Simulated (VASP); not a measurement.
# Sb (Fm-3m) in VASP: a series of runs

The runs below take Sb through single point, with PBEsol.

Everything below comes from runs of VASP 6.6.1. Logs are shortened: lines on timing, memory, paths and dates and some standing lists are left out, and cuts for length are marked.

**1. The cell of the first run**

The structure is cubic, space group Fm-3m (No. 225). The conventional cell has a = 4.713 Å, b = 4.713 Å, c = 4.713 Å, α = 90.00°, β = 90.00°, γ = 90.00°. Sb (site symmetry m-3m) has 12 Sb at 3.33 Å within 4.4 Å.

**2. Single point, PBEsol**

INCAR reads:

```
PREC = Accurate
ENCUT = 520
EDIFF = 1E-6
ISMEAR = -1
SIGMA = 0.1
LREAL = F
LASPH = T
NELM = 100
ALGO = Normal
ISIF = 2
LWAVE = F
LCHARG = F
GGA = PS
NBANDS = 8
```

KPOINTS reads:

```
regular mesh
0
Gamma
  13 13 13
```

POSCAR reads:

```
Sb
1.0
    0.0000000000      2.3562536699      2.3562536699
    2.3562536699      0.0000000000      2.3562536699
    2.3562536699      2.3562536699      0.0000000000
Sb
1
Direct
    0.0000000000      0.0000000000      0.0000000000
```

Potentials or basis: VASP PAW PBE potentials, release 64 (Sb).

Started as:

```
$ cat potpaw_PBE.64/Sb/POTCAR > POTCAR
$ mpirun -np 1 vasp_std > vasp.out
```

OUTCAR:

```text
PREC = Accurate
   ENCUT = 520
   EDIFF = 1E-6
   ISMEAR = -1
   LREAL = F
   LASPH = T
   NELM = 100
   ISIF = 2
   GGA = PS

 ion  position               nearest neighbor table
   1  0.000  0.000  0.000-

  LATTYP: Found a face centered cubic cell.
 ALAT       =     4.7125073398

  Lattice vectors:

 A1 = (   0.0000000000,   2.3562536699,   2.3562536699)
 A2 = (   2.3562536699,   0.0000000000,   2.3562536699)
 A3 = (   2.3562536699,   2.3562536699,   0.0000000000)

Analysis of symmetry for initial positions (statically):
=====================================================================
 Subroutine PRICEL returns:
 Original cell was already a primitive cell.

 Routine SETGRP: Setting up the symmetry group for a
 face centered cubic supercell.

 Subroutine GETGRP returns: Found 48 space group operations
 (whereof 48 operations were pure point group operations)
 out of a pool of 48 trial point group operations.

The static configuration has the point symmetry O_h .

Analysis of symmetry for dynamics (positions and initial velocities):
=====================================================================
 Subroutine PRICEL returns:
 Original cell was already a primitive cell.

 Routine SETGRP: Setting up the symmetry group for a
 face centered cubic supercell.

 Subroutine GETGRP returns: Found 48 space group operations
 (whereof 48 operations were pure point group operations)
 out of a pool of 48 trial point group operations.

The dynamic configuration has the point symmetry O_h .

 Subroutine INISYM returns: Found 48 space group operations
 (whereof 48 operations are pure point group operations),
 and found     1 'primitive' translations

----------------------------------------------------------------------------------------

                                     Primitive cell

  volume of cell :      26.1635

  direct lattice vectors                    reciprocal lattice vectors
     0.000000000  2.356253670  2.356253670    -0.212201261  0.212201261  0.212201261
     2.356253670  0.000000000  2.356253670     0.212201261 -0.212201261  0.212201261
     2.356253670  2.356253670  0.000000000     0.212201261  0.212201261 -0.212201261

  length of vectors
     3.332245896  3.332245896  3.332245896     0.367543365  0.367543365  0.367543365

  position of ions in fractional coordinates (direct lattice)
     0.000000000  0.000000000  0.000000000

  ion indices of the primitive-cell ions
   primitive index   ion index
                 1           1

----------------------------------------------------------------------------------------

 KPOINTS: regular mesh

Automatic generation of k-mesh.
 Grid dimensions read from file:
 generate k-points for:   13   13   13

 Generating k-lattice:

  Cartesian coordinates                     Fractional coordinates (reciprocal lattice)
    -0.016323174  0.016323174  0.016323174     0.076923077  0.000000000  0.000000000
     0.016323174 -0.016323174  0.016323174     0.000000000  0.076923077  0.000000000
     0.016323174  0.016323174 -0.016323174     0.000000000  0.000000000  0.076923077

  Length of vectors
     0.028272567  0.028272567  0.028272567

  Shift w.r.t. Gamma in fractional coordinates (k-lattice)
     0.000000000  0.000000000  0.000000000

 Subroutine IBZKPT returns following result:
 ===========================================

 Found     84 irreducible k-points:

 Following reciprocal coordinates:
            Coordinates               Weight
  0.000000  0.000000  0.000000      1.000000
  0.076923  0.000000  0.000000      8.000000
  0.153846  0.000000  0.000000      8.000000
  0.230769  0.000000  0.000000      8.000000
  0.307692  0.000000  0.000000      8.000000
  0.384615  0.000000  0.000000      8.000000
[... 16 lines left out ...]
  0.384615  0.153846  0.000000     24.000000
  0.461538  0.153846  0.000000     24.000000
 [... further k-points ...]
   k-points           NKPTS =     84   k-points in BZ     NKDIM =     84   number of bands    NBANDS=      8
   number of dos      NEDOS =    301   number of ions     NIONS =      1
   total plane-waves  NPLWV =  21952
   dimension x,y,z NGX =    28 NGY =   28 NGZ =   28
   dimension x,y,z NGXF=    56 NGYF=   56 NGZF=   56
   ions per type =               1
   NGX,Y,Z   is equivalent  to a cutoff of  13.97, 13.97, 13.97 a.u.
   NGXF,Y,Z  is equivalent  to a cutoff of  27.94, 27.94, 27.94 a.u.
 SYSTEM =  unknown system
   PREC   = accura    normal or accurate (medium, high low for compatibility)
   ISTART =      0    job   : 0-new  1-cont  2-samecut
   ICHARG =      2    charge: 1-file 2-atom 10-const
   ISPIN  =      1    spin polarized calculation?
   LNONCOLLINEAR =      F non collinear calculations
   LSORBIT =      F    spin-orbit coupling
   LASPH  =      T    aspherical Exc in radial PAW
   ENCUT  =  520.0 eV  38.22 Ry    6.18 a.u.   6.20  6.20  6.20*2*pi/ulx,y,z
   NELM   =    100;   NELMIN=  2; NELMDL= -5     # of ELM steps
   EDIFF  = 0.1E-05   stopping-criterion for ELM
   LREAL  =      F    real-space projection
   EDIFFG = 0.1E-04   stopping-criterion for IOM
   NSW    =      0    number of steps for IOM
   IBRION =     -1    ionic relax: 0-MD 1-quasi-New 2-CG
   NFREE  =      0    steps in history (QN), initial steepest desc. (CG)
   ISIF   =      2    stress and relaxation
   ISYM   =      2    0-nonsym 1-usesym 2-fastsym
   POTIM  = 0.5000    time-step for ionic-motion
   TEBEG  =    0.0;   TEEND  =   0.0 temperature during run
   PSTRESS=    0.0 pullay stress
   NELECT =       5.0000    total number of electrons
   NUPDOWN=      -1.0000    fix difference up-down
   EMIN   =  10.00;   EMAX   =-10.00  energy-range for DOS
   EFERMI =   0.00;   METHOD = LEGACY
   ISMEAR =    -1;   SIGMA  =   0.10  broadening in eV -4-tet -1-fermi 0-gaus
   EFERMI_NEDOS =   21; number of points for ismear=-14 and -15
   IALGO  =     38    algorithm
   IMIX   =      4    mixing-type and parameters
     AMIX     =   0.40;   BMIX     =  1.00
     AMIX_MAG =   1.60;   BMIX_MAG =  1.00
  volume/ion in A,a.u.               =      26.16       176.56
  Fermi-wavevector in a.u.,A,eV,Ry     =   0.942973  1.781961 12.098285  0.889199
  Thomas-Fermi vector in A             =   2.070635
   LORBIT       =      0    0 simple, 1 ext, 2 COOP (PROOUT), +10 PAW based schemes
   GGA     = PS    functional components
   LHFCALC =     F    Hartree Fock is set to
   AEXX    =    0.0000 exact exchange contribution
   IVDW    =     0    specifies the selected vdW correction
   LEPSILON=     F    determine dielectric tensor
   LRPA    =     F    only Hartree local field effects (RPA)
 non-spin polarized calculation
  energy-cutoff  :      520.00
  volume of cell :       26.16
 maximum number of plane-waves:       725
 NGX is ok and might be reduce to    28
   NGX = 13   NGY = 13   NGZ = 13

 number of electron       5.0000000 magnetization

 Free energy of the ion-electron system (eV)
  ---------------------------------------------------
  ext. energy  EPLUGINS =         0.00000000
  ---------------------------------------------------
  free energy    TOTEN  =        -4.30386489 eV

  energy without entropy =       -4.27909207  energy(sigma->0) =       -4.29147848

 E-fermi :   8.7381     XC(G=0): -10.4588

 val. band max:        8.7121061938   @ k =  -0.3846   0.4615   0.0769
 cond. band min:       8.7460888865   @ k =   0.4615   0.2308   0.0000
 fundamental gap:      0.0339826927
 Fermi energy:         8.7381281794

 k-point     1 :       0.0000    0.0000    0.0000
  band No.  band energies     occupation
      1      -4.4108      2.00000
      2      14.2841      0.00000
      3      14.2841      0.00000
      4      14.2841      0.00000
      5      18.8421      0.00000
      6      18.8421      0.00000
      7      18.8421      0.00000
      8      19.0072      0.00000

 k-point     2 :       0.0769    0.0000    0.0000
  band No.  band energies     occupation
      1      -4.2904      2.00000
      2      13.1421      0.00000
      3      14.1205      0.00000
      4      14.1205      0.00000
      5      17.9233      0.00000
      6      19.1082      0.00000
      7      19.1082      0.00000
      8      20.6459      0.00000

 k-point     3 :       0.1538    0.0000    0.0000
  band No.  band energies     occupation
      1      -3.9303      2.00000
      2      10.8973      0.00000
      3      13.7390      0.00000
      4      13.7390      0.00000
      5      17.4389      0.00000
      6      19.6245      0.00000
      7      19.6245      0.00000
      8      21.4155      0.00000

 k-point     4 :       0.2308    0.0000    0.0000
  band No.  band energies     occupation
      1      -3.3364      2.00000
      2       8.5241      1.78942
      3      13.3117      0.00000
      4      13.3117      0.00000
      5      17.1488      0.00000
      6      19.4196      0.00000
      7      19.4196      0.00000
      8      20.7151      0.00000

 k-point     5 :       0.3077    0.0000    0.0000
  band No.  band energies     occupation
      1      -2.5252      2.00000
      2       6.2975      2.00000
      3      12.9418      0.00000
      4      12.9418      0.00000
      5      17.0175      0.00000
      6      18.7676      0.00000
      7      18.7676      0.00000
      8      19.7153      0.00000

 k-point     6 :       0.3846    0.0000    0.0000
  band No.  band energies     occupation
      1      -1.5529      2.00000
      2       4.3549      2.00000
      3      12.6779      0.00000
      4      12.6779      0.00000
      5      17.0268      0.00000
      6      18.2539      0.00000
      7      18.2539      0.00000
      8      18.9296      0.00000

 k-point     7 :       0.4615    0.0000    0.0000
  band No.  band energies     occupation
      1      -0.6609      2.00000
      2       2.9713      2.00000
      3      12.5417      0.00000
      4      12.5417      0.00000
      5      17.1086      0.00000
      6      17.9847      0.00000
      7      17.9847      0.00000
      8      18.4561      0.00000

 k-point     8 :       0.0769    0.0769    0.0000
  band No.  band energies     occupation
      1      -4.2502      2.00000
      2      13.6291      0.00000
      3      13.6361      0.00000
      4      13.6361      0.00000
      5      17.3301      0.00000
      6      19.6397      0.00000
      7      19.6397      0.00000
      8      20.7852      0.00000

 k-point     9 :       0.1538    0.0769    0.0000
  band No.  band energies     occupation
      1      -3.9698      2.00000
      2      11.6904      0.00000
      3      13.0791      0.00000
      4      13.6467      0.00000
      5      17.0790      0.00000
      6      19.6411      0.00000
      7      19.7489      0.00000
      8      20.3787      0.00000

 k-point    10 :       0.2308    0.0769    0.0000
  band No.  band energies     occupation
      1      -3.4533      2.00000
      2       9.3629      0.00386
      3      12.5933      0.00000
      4      13.2645      0.00000
      5      17.1784      0.00000
      6      18.8444      0.00000
      7      19.9394      0.00000
      8      20.5540      0.00000
[... 78 lines left out ...]
 k-point    18 :      -0.1538    0.0769    0.0000
  band No.  band energies     occupation
      1      -3.6515      2.00000
      2      10.1298      0.00000
      3      12.1425      0.00000
      4      14.1132      0.00000
      5      17.7942      0.00000
      6      19.3128      0.00000
      7      19.6483      0.00000
      8      20.4074      0.00000

 k-point    19 :      -0.0769    0.0769    0.0000
  band No.  band energies     occupation
      1      -4.0900      2.00000
      2      12.2098      0.00000
      3      12.9103      0.00000
      4      14.3133      0.00000
      5      17.7911      0.00000
      6      19.0638      0.00000
      7      19.6549      0.00000
      8      21.0888      0.00000

 k-point    20 :       0.1538    0.1538    0.0000
  band No.  band energies     occupation
      1      -3.7694      2.00000
      2      12.1394      0.00000
      3      12.3994      0.00000
      4      12.3994      0.00000
      5      16.0102      0.00000
      6      18.1678      0.00000
      7      21.2882      0.00000
      8      21.2882      0.00000

 k-point    21 :       0.2308    0.1538    0.0000
  band No.  band energies     occupation
      1      -3.3318      2.00000
      2      10.2030      0.00000
      3      11.8342      0.00000
      4      12.2211      0.00000
      5      15.9433      0.00000
      6      17.2416      0.00000
      7      21.4629      0.00000
      8      21.8847      0.00000

 k-point    22 :       0.3077    0.1538    0.0000
  band No.  band energies     occupation
      1      -2.6659      2.00000
      2       8.0125      1.99859
      3      11.4463      0.00000
      4      11.6335      0.00000
      5      15.7996      0.00000
      6      17.6827      0.00000
      7      21.2498      0.00000
      8      21.4028      0.00000

 k-point    23 :       0.3846    0.1538    0.0000
  band No.  band energies     occupation
      1      -1.7981      2.00000
      2       5.9489      2.00000
      3      10.9288      0.00000
      4      11.2664      0.00000
      5      15.4616      0.00000
      6      18.9179      0.00000
      7      20.6411      0.00000
      8      21.1771      0.00000

 k-point    24 :       0.4615    0.1538    0.0000
  band No.  band energies     occupation
      1      -0.8209      2.00000
      2       4.2007      2.00000
      3      10.2850      0.00000
      4      11.3076      0.00000
      5      15.3600      0.00000
      6      19.6256      0.00000
      7      19.9853      0.00000
      8      21.8717      0.00000

 [... further k-points ...]
[... 5 lines left out ...]
  --------------------------------------------------------------------------------------
  -------------------------------------------------------------------------------------
  Total        0.0080967      0.0080967      0.0080967      0.0000000      0.0000000      0.0000000
  in kB        0.4958167      0.4958167      0.4958167      0.0000000      0.0000000      0.0000000
  external PRESSURE =       0.4958167 kB  Pullay stress =       0.0000000 kB

 VOLUME and BASIS-vectors are now :
 -----------------------------------------------------------------------------
  energy-cutoff  :      520.00
  volume of cell :       26.16
      direct lattice vectors                 reciprocal lattice vectors
     0.000000000  2.356253670  2.356253670    -0.212201261  0.212201261  0.212201261
     2.356253670  0.000000000  2.356253670     0.212201261 -0.212201261  0.212201261
     2.356253670  2.356253670  0.000000000     0.212201261  0.212201261 -0.212201261

 POSITION                                       TOTAL-FORCE (eV/Angst)
 -----------------------------------------------------------------------------------
      0.00000      0.00000      0.00000         0.000000      0.000000     -0.000000
 -----------------------------------------------------------------------------------
    total drift:                                0.000000      0.000000      0.000000

  FREE ENERGIE OF THE ION-ELECTRON SYSTEM (eV)
  ---------------------------------------------------
  free  energy   TOTEN  =        -4.3038648892 eV

  energy  without entropy=       -4.2790920720  energy(sigma->0) =       -4.29147848
```

It took 17 s on 1 thread of Intel Xeon 8259CL, shared host; peak memory 0.16 GiB.

Results:

```yaml
Free_energy: -4.3039 eV
Pressure: 0.0 GPa
```

Caveat: the PAW data sets were made with another functional, which shifts forces and pressure a little; spin-orbit coupling is left out, which moves the levels of the heavy elements.

**3. Single point, PBEsol (volume scaled by 1.04)**

INCAR reads:

```
SYSTEM = Sb
PREC = Accurate
ENCUT = 520
EDIFF = 1E-6
ISMEAR = -1
SIGMA = 0.1
LREAL = .FALSE.
LASPH = .TRUE.
NELM = 60
ALGO = Normal
ISIF = 2
LWAVE = .FALSE.
LCHARG = .TRUE.
GGA = PS
LELF = .TRUE.
LVHAR = .TRUE.
NBANDS = 8
```

KPOINTS reads:

```
regular mesh
0
G
  13 13 13
  0 0 0
```

POSCAR reads:

```
Sb
1.0
    0.0000000000      2.3872605634      2.3872605634
    2.3872605634      0.0000000000      2.3872605634
    2.3872605634      2.3872605634      0.0000000000
Sb
1
Direct
    0.0000000000      0.0000000000      0.0000000000
```

Potentials or basis: VASP PAW PBE potentials, release 64 (Sb).

Started as:

```
$ cat potpaw_PBE.64/Sb/POTCAR > POTCAR
$ mpirun -np 1 vasp_std > vasp.out
```

OUTCAR:

```text
SYSTEM = Sb
   PREC = Accurate
   ENCUT = 520
   EDIFF = 1E-6
   ISMEAR = -1
   LREAL = .FALSE.
   LASPH = .TRUE.
   NELM = 60
   ISIF = 2
   GGA = PS

 ion  position               nearest neighbor table
   1  0.000  0.000  0.000-

  LATTYP: Found a face centered cubic cell.
 ALAT       =     4.7745211268

  Lattice vectors:

 A1 = (   0.0000000000,   2.3872605634,   2.3872605634)
 A2 = (   2.3872605634,   0.0000000000,   2.3872605634)
[... 443 lines left out ...]
      8      21.1326      0.00000

 [... further k-points ...]

------------------------ aborting loop because EDIFF is reached ----------------------------------------

  FORCE on cell =-STRESS in cart. coord.  units (eV):
  Direction    XX          YY          ZZ          XY          YZ          ZX
  --------------------------------------------------------------------------------------
  -------------------------------------------------------------------------------------
  Total       -0.3996753     -0.3996753     -0.3996753     -0.0000000     -0.0000000      0.0000000
  in kB      -23.5336036    -23.5336036    -23.5336036     -0.0000000     -0.0000000      0.0000000
  external PRESSURE =     -23.5336036 kB  Pullay stress =       0.0000000 kB

 VOLUME and BASIS-vectors are now :
 -----------------------------------------------------------------------------
  energy-cutoff  :      520.00
  volume of cell :       27.21
      direct lattice vectors                 reciprocal lattice vectors
     0.000000000  2.387260563  2.387260563    -0.209445089  0.209445089  0.209445089
     2.387260563  0.000000000  2.387260563     0.209445089 -0.209445089  0.209445089
     2.387260563  2.387260563  0.000000000     0.209445089  0.209445089 -0.209445089

 POSITION                                       TOTAL-FORCE (eV/Angst)
 -----------------------------------------------------------------------------------
      0.00000      0.00000      0.00000         0.000000     -0.000000      0.000000
 -----------------------------------------------------------------------------------
    total drift:                                0.000000      0.000000      0.000000

  FREE ENERGIE OF THE ION-ELECTRON SYSTEM (eV)
  ---------------------------------------------------
  free  energy   TOTEN  =        -4.2961086924 eV

  energy  without entropy=       -4.2707090813  energy(sigma->0) =       -4.28340889
```

OSZICAR:

```text
N       E                     dE             d eps       ncg     rms          rms(c)
DAV:   1     0.463361858199E+01    0.46336E+01   -0.16700E+03  1344   0.403E+02
DAV:   2    -0.420370942674E+01   -0.88373E+01   -0.85820E+01  1864   0.522E+01
DAV:   3    -0.430352688860E+01   -0.99817E-01   -0.99247E-01  1640   0.627E+00
DAV:   4    -0.430378655534E+01   -0.25967E-03   -0.25966E-03  2104   0.385E-01
DAV:   5    -0.430378693929E+01   -0.38395E-06   -0.38360E-06  1768   0.976E-03    0.159E+00
DAV:   6    -0.429878681805E+01    0.50001E-02   -0.25514E-03  1664   0.237E-01    0.903E-01
DAV:   7    -0.429611293084E+01    0.26739E-02   -0.50255E-03  1472   0.333E-01    0.452E-02
DAV:   8    -0.429610872891E+01    0.42019E-05   -0.49894E-05  1848   0.566E-02    0.755E-03
DAV:   9    -0.429610869243E+01    0.36479E-07   -0.44793E-07  1952   0.538E-03
   1 F= -.42961087E+01 E0= -.42834089E+01  d E =-.253996E-01
```

stdout:

```text
POSCAR found type information on POSCAR Sb
 POSCAR found :  1 types and       1 ions
 scaLAPACK will be used
 -----------------------------------------------------------------------------
|                                                                             |
|                                                                             |
|     You enforced a specific xc type in the INCAR file but a different       |
|     I HOPE YOU KNOW WHAT YOU ARE DOING!                                     |
|                                                                             |
 -----------------------------------------------------------------------------

 LDA part: xc-table for (Slater+PW92), standard interpolation
 POSCAR, INCAR and KPOINTS ok, starting setup
 FFT: planning ... GRIDC
 FFT: planning ... GRID_SOFT
 FFT: planning ... GRID
 WAVECAR not read
 entering main loop
```

It took 25 s on 1 thread of Intel Xeon 8259CL, shared host; peak memory 0.16 GiB.

Results:

- Free energy: -4.2961 eV
- Pressure: -2.4 GPa

Caveat: the PAW data sets were made with another functional, which shifts forces and pressure a little; spin-orbit coupling is left out, which moves the levels of the heavy elements.
